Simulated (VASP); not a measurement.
# Pb2O (Pn-3m) in VASP: relaxation of the atoms with PBE

Aim: the relaxation of the atoms of Pb2O with PBE.

Everything below comes from runs of VASP 6.6.1. Logs are shortened: lines on timing, memory, paths and dates and some standing lists are left out, and cuts for length are marked.

## (1) The cell of the first run

The structure is cubic, space group Pn-3m (No. 224). Conventional cell: a = 5.380 Å, b = 5.380 Å, c = 5.380 Å, α = 90.00°, β = 90.00°, γ = 90.00°. Pb (site symmetry -3m) has 2 O at 2.33 Å within 3.1 Å. Within 3.1 Å of O (site symmetry -43m) lie 4 Pb at 2.33 Å.

## (2) Relaxation of the atoms, PBE

Contents of INCAR:

```
PREC = Accurate
ENCUT = 520
EDIFF = 1E-6
ISMEAR = -1
SIGMA = 0.05
LREAL = False
LASPH = True
NELM = 80
ALGO = Normal
ISIF = 2
LWAVE = False
LCHARG = False
GGA = PE
IBRION = 2
NSW = 80
EDIFFG = -0.02
```

Contents of KPOINTS:

```
Automatic mesh
0
Gamma
  6 6 6
```

Contents of POSCAR:

```
Pb2O
1.0
    5.3800000000      0.0000000000      0.0000000000
    0.0000000000      5.3800000000      0.0000000000
    0.0000000000      0.0000000000      5.3800000000
Pb O
4 2
Direct
    0.2500000000      0.2500000000      0.2500000000
    0.7500000000      0.7500000000      0.2500000000
    0.2500000000      0.7500000000      0.7500000000
    0.7500000000      0.2500000000      0.7500000000
    0.0000000000      0.0000000000      0.0000000000
    0.5000000000      0.5000000000      0.5000000000
```

Potentials or basis: VASP PAW PBE potentials, release 64 (Pb_d, O).

On the command line:

```sh
> cat potpaw_PBE.64/Pb_d/POTCAR potpaw_PBE.64/O/POTCAR > POTCAR
> mpirun -np 1 vasp_std > vasp.out
```

OUTCAR:

```text
PREC = Accurate
   ENCUT = 520
   EDIFF = 1E-6
   ISMEAR = -1
   LREAL = False
   LASPH = True
   NELM = 80
   ISIF = 2
   GGA = PE
   IBRION = 2
   NSW = 80
   EDIFFG = -0.02

 ion  position               nearest neighbor table
   1  0.250  0.250  0.250-   5 2.33   6 2.33   4 3.80   2 3.80   3 3.80   3 3.80   4 3.80   2 3.80
                             3 3.80   3 3.80   2 3.80   4 3.80   4 3.80   2 3.80
   2  0.750  0.750  0.250-   5 2.33   6 2.33   4 3.80   1 3.80   3 3.80   3 3.80   4 3.80   1 3.80
                             4 3.80   4 3.80   1 3.80   3 3.80   3 3.80   1 3.80
   3  0.250  0.750  0.750-   5 2.33   6 2.33   4 3.80   1 3.80   2 3.80   1 3.80   2 3.80   1 3.80
                             4 3.80   1 3.80   2 3.80   4 3.80   2 3.80   4 3.80
   4  0.750  0.250  0.750-   5 2.33   6 2.33   3 3.80   1 3.80   2 3.80   1 3.80   2 3.80   2 3.80
                             3 3.80   2 3.80   1 3.80   3 3.80   1 3.80   3 3.80
   5  0.000  0.000  0.000-   1 2.33   2 2.33   3 2.33   4 2.33
   6  0.500  0.500  0.500-   1 2.33   2 2.33   3 2.33   4 2.33

  LATTYP: Found a simple cubic cell.
 ALAT       =     5.3800000000

  Lattice vectors:

 A1 = (   5.3800000000,   0.0000000000,   0.0000000000)
 A2 = (   0.0000000000,   5.3800000000,   0.0000000000)
 A3 = (   0.0000000000,   0.0000000000,   5.3800000000)

Analysis of symmetry for initial positions (statically):
=====================================================================
 Subroutine PRICEL returns:
 Original cell was already a primitive cell.

 Routine SETGRP: Setting up the symmetry group for a
 simple cubic supercell.

 Subroutine GETGRP returns: Found 48 space group operations
 (whereof 24 operations were pure point group operations)
 out of a pool of 48 trial point group operations.

The static configuration has the point symmetry T_d .
 The point group associated with its full space group is O_h .

Analysis of symmetry for dynamics (positions and initial velocities):
=====================================================================
 Subroutine PRICEL returns:
 Original cell was already a primitive cell.

 Routine SETGRP: Setting up the symmetry group for a
 simple cubic supercell.

 Subroutine GETGRP returns: Found 48 space group operations
 (whereof 24 operations were pure point group operations)
 out of a pool of 48 trial point group operations.

The dynamic configuration has the point symmetry T_d .
 The point group associated with its full space group is O_h .

 Subroutine INISYM returns: Found 48 space group operations
 (whereof 24 operations are pure point group operations),
 and found     1 'primitive' translations

----------------------------------------------------------------------------------------

                                     Primitive cell

  volume of cell :     155.7209

  direct lattice vectors                    reciprocal lattice vectors
     5.380000000  0.000000000  0.000000000     0.185873606  0.000000000  0.000000000
     0.000000000  5.380000000  0.000000000     0.000000000  0.185873606  0.000000000
     0.000000000  0.000000000  5.380000000     0.000000000  0.000000000  0.185873606

  length of vectors
     5.380000000  5.380000000  5.380000000     0.185873606  0.185873606  0.185873606

  position of ions in fractional coordinates (direct lattice)
     0.250000000  0.250000000  0.250000000
     0.750000000  0.750000000  0.250000000
     0.250000000  0.750000000  0.750000000
     0.750000000  0.250000000  0.750000000
     0.000000000  0.000000000  0.000000000
     0.500000000  0.500000000  0.500000000

  ion indices of the primitive-cell ions
   primitive index   ion index
                 1           1
                 2           2
                 3           3
                 4           4
                 5           5
                 6           6

----------------------------------------------------------------------------------------

 KPOINTS: Automatic mesh

Automatic generation of k-mesh.
 Grid dimensions read from file:
 generate k-points for:    6    6    6

 Generating k-lattice:

  Cartesian coordinates                     Fractional coordinates (reciprocal lattice)
     0.030978934  0.000000000  0.000000000     0.166666667  0.000000000  0.000000000
     0.000000000  0.030978934  0.000000000     0.000000000  0.166666667  0.000000000
     0.000000000  0.000000000  0.030978934     0.000000000  0.000000000  0.166666667

  Length of vectors
     0.030978934  0.030978934  0.030978934

  Shift w.r.t. Gamma in fractional coordinates (k-lattice)
     0.000000000  0.000000000  0.000000000

 Subroutine IBZKPT returns following result:
 ===========================================

 Found     20 irreducible k-points:

 Following reciprocal coordinates:
            Coordinates               Weight
  0.000000  0.000000  0.000000      1.000000
  0.166667  0.000000  0.000000      6.000000
  0.333333  0.000000  0.000000      6.000000
  0.500000  0.000000  0.000000      3.000000
  0.166667  0.166667  0.000000     12.000000
  0.333333  0.166667  0.000000     24.000000
[... 12 lines left out ...]
  0.500000  0.500000  0.333333      6.000000
  0.500000  0.500000  0.500000      1.000000
   k-points           NKPTS =     20   k-points in BZ     NKDIM =     20   number of bands    NBANDS=     40
   number of dos      NEDOS =    301   number of ions     NIONS =      6
   total plane-waves  NPLWV =  64000
   dimension x,y,z NGX =    40 NGY =   40 NGZ =   40
   dimension x,y,z NGXF=    80 NGYF=   80 NGZF=   80
   ions per type =               4   2
   NGX,Y,Z   is equivalent  to a cutoff of  12.36, 12.36, 12.36 a.u.
   NGXF,Y,Z  is equivalent  to a cutoff of  24.72, 24.72, 24.72 a.u.
 SYSTEM =  unknown system
   PREC   = accura    normal or accurate (medium, high low for compatibility)
   ISTART =      0    job   : 0-new  1-cont  2-samecut
   ICHARG =      2    charge: 1-file 2-atom 10-const
   ISPIN  =      1    spin polarized calculation?
   LNONCOLLINEAR =      F non collinear calculations
   LSORBIT =      F    spin-orbit coupling
   LASPH  =      T    aspherical Exc in radial PAW
   ENCUT  =  520.0 eV  38.22 Ry    6.18 a.u.  10.00 10.00 10.00*2*pi/ulx,y,z
   NELM   =     80;   NELMIN=  2; NELMDL= -5     # of ELM steps
   EDIFF  = 0.1E-05   stopping-criterion for ELM
   LREAL  =      F    real-space projection
   EDIFFG = -.2E-01   stopping-criterion for IOM
   NSW    =     80    number of steps for IOM
   IBRION =      2    ionic relax: 0-MD 1-quasi-New 2-CG
   NFREE  =      1    steps in history (QN), initial steepest desc. (CG)
   ISIF   =      2    stress and relaxation
   ISYM   =      2    0-nonsym 1-usesym 2-fastsym
   POTIM  = 0.5000    time-step for ionic-motion
   TEBEG  =    0.0;   TEEND  =   0.0 temperature during run
   PSTRESS=    0.0 pullay stress
   NELECT =      68.0000    total number of electrons
   NUPDOWN=      -1.0000    fix difference up-down
   EMIN   =  10.00;   EMAX   =-10.00  energy-range for DOS
   EFERMI =   0.00;   METHOD = LEGACY
   ISMEAR =    -1;   SIGMA  =   0.05  broadening in eV -4-tet -1-fermi 0-gaus
   EFERMI_NEDOS =   21; number of points for ismear=-14 and -15
   IALGO  =     38    algorithm
   IMIX   =      4    mixing-type and parameters
     AMIX     =   0.40;   BMIX     =  1.00
     AMIX_MAG =   1.60;   BMIX_MAG =  1.00
  volume/ion in A,a.u.               =      25.95       175.14
  Fermi-wavevector in a.u.,A,eV,Ry     =   1.242021  2.347079 20.988559  1.542616
  Thomas-Fermi vector in A             =   2.376393
   LORBIT       =      0    0 simple, 1 ext, 2 COOP (PROOUT), +10 PAW based schemes
   GGA     = PE    functional components
   LHFCALC =     F    Hartree Fock is set to
   AEXX    =    0.0000 exact exchange contribution
   IVDW    =     0    specifies the selected vdW correction
   LEPSILON=     F    determine dielectric tensor
   LRPA    =     F    only Hartree local field effects (RPA)
 conjugate gradient relaxation of ions
 non-spin polarized calculation
  energy-cutoff  :      520.00
  volume of cell :      155.72
 maximum number of plane-waves:      4224
   NGX = 21   NGY = 21   NGZ = 21

 number of electron      68.0000031 magnetization

 Free energy of the ion-electron system (eV)
  ---------------------------------------------------
  ext. energy  EPLUGINS =         0.00000000
  ---------------------------------------------------
  free energy    TOTEN  =       -26.52172325 eV

  energy without entropy =      -26.50969063  energy(sigma->0) =      -26.51570694

 E-fermi :   4.9908     XC(G=0):  -9.5273

 val. band max:        4.8892752581   @ k =   0.5000   0.5000   0.0000
 cond. band min:       4.9998914272   @ k =   0.5000   0.3333   0.3333
 fundamental gap:      0.1106161691
 Fermi energy:         4.9907870934

 k-point     1 :       0.0000    0.0000    0.0000
  band No.  band energies     occupation
      1     -13.5503      2.00000
      2     -12.3890      2.00000
      3     -11.4941      2.00000
      4     -11.4941      2.00000
      5     -11.4405      2.00000
      6     -11.4405      2.00000
[... 32 lines left out ...]
     39      10.5120      0.00000
     40      10.5122      0.00000

 k-point     2 :       0.1667    0.0000    0.0000
  band No.  band energies     occupation
      1     -13.4996      2.00000
      2     -12.5359      2.00000
      3     -11.4876      2.00000
      4     -11.4812      2.00000
      5     -11.4376      2.00000
      6     -11.4329      2.00000
[... 32 lines left out ...]
     39       9.4772      0.00000
     40       9.9862      0.00000

 k-point     3 :       0.3333    0.0000    0.0000
  band No.  band energies     occupation
      1     -13.3518      2.00000
      2     -12.8285      2.00000
      3     -11.4708      2.00000
      4     -11.4459      2.00000
      5     -11.4390      2.00000
      6     -11.4141      2.00000
[... 32 lines left out ...]
     39       8.5152      0.00000
     40       9.7561      0.00000

 k-point     4 :       0.5000    0.0000    0.0000
  band No.  band energies     occupation
      1     -13.1196      2.00000
      2     -13.1196      2.00000
      3     -11.4513      2.00000
      4     -11.4513      2.00000
      5     -11.4009      2.00000
      6     -11.4009      2.00000
[... 32 lines left out ...]
     39       9.2564      0.00000
     40       9.2564      0.00000
[... 600 lines left out ...]
     39       9.0637      0.00000
     40       9.2171      0.00000

 k-point    19 :       0.5000    0.5000    0.3333
  band No.  band energies     occupation
      1     -13.4927      2.00000
      2     -12.5466      2.00000
      3     -11.4360      2.00000
      4     -11.4360      2.00000
      5     -11.4296      2.00000
      6     -11.4182      2.00000
[... 32 lines left out ...]
     39       8.9426      0.00000
     40       9.6348      0.00000

 k-point    20 :       0.5000    0.5000    0.5000
  band No.  band energies     occupation
      1     -13.5423      2.00000
      2     -12.4039      2.00000
      3     -11.4378      2.00000
      4     -11.4378      2.00000
      5     -11.4378      2.00000
      6     -11.4205      2.00000
[... 32 lines left out ...]
     39       9.6751      0.00000
     40       9.6751      0.00000

------------------------ aborting loop because EDIFF is reached ----------------------------------------

  FORCE on cell =-STRESS in cart. coord.  units (eV):
  Direction    XX          YY          ZZ          XY          YZ          ZX
  --------------------------------------------------------------------------------------
  -------------------------------------------------------------------------------------
  Total        2.7438066      2.7438066      2.7438066      0.0000000      0.0000000      0.0000000
  in kB       28.2304139     28.2304139     28.2304139      0.0000000      0.0000000      0.0000000
  external PRESSURE =      28.2304139 kB  Pullay stress =       0.0000000 kB

 VOLUME and BASIS-vectors are now :
 -----------------------------------------------------------------------------
  energy-cutoff  :      520.00
  volume of cell :      155.72
      direct lattice vectors                 reciprocal lattice vectors
     5.380000000  0.000000000  0.000000000     0.185873606  0.000000000  0.000000000
     0.000000000  5.380000000  0.000000000     0.000000000  0.185873606  0.000000000
     0.000000000  0.000000000  5.380000000     0.000000000  0.000000000  0.185873606

 POSITION                                       TOTAL-FORCE (eV/Angst)
 -----------------------------------------------------------------------------------
      1.34500      1.34500      1.34500         0.000000     -0.000000      0.000000
      4.03500      4.03500      1.34500        -0.000000      0.000000      0.000000
      1.34500      4.03500      4.03500         0.000000      0.000000     -0.000000
      4.03500      1.34500      4.03500        -0.000000     -0.000000     -0.000000
      0.00000      0.00000      0.00000        -0.000000      0.000000     -0.000000
      2.69000      2.69000      2.69000        -0.000000      0.000000     -0.000000
 -----------------------------------------------------------------------------------
    total drift:                                0.000000      0.000000     -0.000000

  FREE ENERGIE OF THE ION-ELECTRON SYSTEM (eV)
  ---------------------------------------------------
  free  energy   TOTEN  =       -26.5217232535 eV

  energy  without entropy=      -26.5096906306  energy(sigma->0) =      -26.51570694

 reached required accuracy - stopping structural energy minimisation
```

Run time: 3.1 min. Hardware: 1 thread of Oxide Virtual Turin-like, shared host; peak memory 0.25 GiB.

Results:

```yaml
Free_energy: -26.5217 eV
Pressure_after_relaxing: 2.8 GPa
Band_gap_on_the_k_mesh: zero (bands 34 and 35 overlap by 0.90 eV)
```

Final structure:
```
Pb O
1.0
     5.38000    0.00000    0.00000
     0.00000    5.38000    0.00000
     0.00000    0.00000    5.38000
Pb O
4 2
Direct
  0.25000 0.25000 0.25000
  0.75000 0.75000 0.25000
  0.25000 0.75000 0.75000
  0.75000 0.25000 0.75000
  0.00000 0.00000 0.00000
  0.50000 0.50000 0.50000
```

Levels at points of the mesh, in eV from the Fermi level:
```csv
k point,band 31,band 32,band 33,band 34,band 35,band 36,band 37,band 38
"(0.00, 0.00, 0.00)",-2.02,-0.52,-0.52,-0.52,2.14,2.14,2.14,2.74
"(0.50, 0.00, 0.00)",-0.93,-0.93,-0.55,-0.55,1.08,1.08,1.98,1.98
"(0.50, 0.50, 0.00)",-1.19,-1.19,-0.10,-0.10,1.48,1.48,1.98,1.98
"(0.50, 0.50, 0.50)",-0.83,-0.83,-0.81,-0.81,-0.81,1.40,4.68,4.68
```

Caveat: the relaxation stopped at its first step, so nothing moved; spin-orbit coupling is left out, which moves the levels of the heavy elements.

The gap in the log of VASP goes by the Fermi energy; the results here count the filled bands.